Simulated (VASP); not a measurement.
A run of VASP 6.6.1 is set up as follows.

POSCAR

```
NaHF2
1.0
    1.7135624000      0.9893257100      4.5712872300
   -1.7135624000      0.9893257100      4.5712872300
    0.0000000000     -1.9786514200      4.5712872300
Na H F
1 1 2
Direct
    0.0000000000      0.0000000000      0.0000000000
    0.5000000000      0.5000000000      0.5000000000
    0.4171989800      0.4171989800      0.4171989800
    0.5828010200      0.5828010200      0.5828010200
```

Contents of INCAR.step1:

```
SYSTEM = NaHF2
PREC = Accurate ; ENCUT = 520
EDIFF = 1E-5 ; ISMEAR = -1
SIGMA = 0.02 ; LREAL = .FALSE.
LASPH = .TRUE. ; NELM = 100
ALGO = Normal ; ISIF = 2
LWAVE = .TRUE. ; LCHARG = .FALSE.
NBANDS = 19 ; GGA = PE
```

INCAR.step2

```
SYSTEM = NaHF2
PREC = Accurate ; ENCUT = 520
EDIFF = 1E-6 ; ISMEAR = -1
SIGMA = 0.02 ; LREAL = .FALSE.
LASPH = .TRUE. ; NELM = 100
ALGO = Normal ; ISIF = 2
LWAVE = .FALSE. ; LCHARG = .FALSE.
GGA = PE ; LHFCALC = .TRUE.
AEXX = 0.25 ; PRECFOCK = Normal
NBANDS = 19 ; ISTART = 1
```

The input KPOINTS:

```
regular mesh
0
G
  4 4 4
  0 0 0
```

Potentials or basis: VASP PAW PBE potentials, release 64 (Na_pv, H, F).

The run is started by

```sh
$ cat potpaw_PBE.64/Na_pv/POTCAR potpaw_PBE.64/H/POTCAR potpaw_PBE.64/F/POTCAR > POTCAR
$ cp INCAR.step1 INCAR
$ mpirun -np 1 vasp_std > vasp.out
$ cp INCAR.step2 INCAR
$ mpirun -np 1 vasp_std > vasp.out
```

What does it give for the band gap on the k mesh?

9.98 eV.

Estimate the pressure.

0.8 GPa.

Estimate the largest force.

0.150 eV/Å.

Forces in eV/Å, atoms in the order of the input:
```
Na   0.000  0.000  0.000
H    0.000  0.000  0.000
F    0.000  0.000  0.150
F    0.000  0.000 -0.150
```

Caveat: the k points lie up to 0.54 Å⁻¹ apart; the PAW data sets were made with another functional, which shifts forces and pressure a little.
